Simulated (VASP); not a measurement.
Crystal: NbRe3Pd.

```
Nb Re Pd
1.0
     4.62402    0.00000    0.00000
     0.00000    4.62402    0.00000
     0.00000    0.00000    4.62402
Nb Re Pd
1 3 1
Cartesian
  0.0000 0.0000 0.0000
  0.0000 2.3120 2.3120
  2.3120 0.0000 2.3120
  2.3120 2.3120 0.0000
  2.3120 2.3120 2.3120
```

| Property | Result |
| --- | --- |
| Program | VASP 6.6.1 |
| Task | relaxation of cell and atoms |
| Functional | PBE |
| Potentials or basis | VASP PAW PBE potentials, release 64 (Nb_sv, Re, Pd) |
| Cutoff | 600 eV |
| k mesh | 8 × 8 × 8 |
| Occupations | gaussian, width 0.1 eV |
| Spin | no spin polarisation |

At the start: pressure 0.4 GPa; volume 19.77 Å³/atom.

Where does the relaxation end?

Over 11 steps the energy falls by 20.8 meV/atom and the volume is 19.69 Å³/atom (-0.4 %); space group Pm-3m (No. 221, to 0.1 Å) before and after.

The path:
| step | energy change (eV) | largest force (eV/Å) | pressure (GPa) | volume (Å³) |
| --- | --- | --- | --- | --- |
| 1 | 0.0000 | 0.0000 | 0.40 | 98.87 |
| 2 | -0.0957 | 0.0000 | -2.08 | 99.57 |
| 3 | 0.2067 | 0.0000 | 0.48 | 98.98 |
| 4 | 0.2073 | 0.0000 | -0.63 | 99.09 |
| 5 | -0.1018 | 0.0000 | -1.08 | 99.03 |
| 6 | -0.1022 | 0.0000 | -1.03 | 99.00 |
| 7 | -0.1022 | 0.0000 | -1.01 | 98.99 |
| 8 | -0.1023 | 0.0000 | -1.02 | 98.98 |
| 9 | -0.1034 | 0.0000 | -0.58 | 98.75 |
| 10 | -0.1040 | 0.0000 | -0.10 | 98.49 |
| 11 | -0.1040 | 0.0000 | -0.01 | 98.44 |

Final structure:
```cif
data_structure
_symmetry_space_group_name_H-M 'P 1'
_symmetry_Int_Tables_number 1
_cell_length_a 4.6173
_cell_length_b 4.6173
_cell_length_c 4.6173
_cell_angle_alpha 90.000
_cell_angle_beta 90.000
_cell_angle_gamma 90.000
_cell_volume 98.44
loop_
_atom_site_label
_atom_site_type_symbol
_atom_site_fract_x
_atom_site_fract_y
_atom_site_fract_z
_atom_site_occupancy
Nb1 Nb 0.00000 0.00000 0.00000 1
Re1 Re 0.00000 0.50000 0.50000 1
Re2 Re 0.50000 0.00000 0.50000 1
Re3 Re 0.50000 0.50000 0.00000 1
Pd1 Pd 0.50000 0.50000 0.50000 1
```
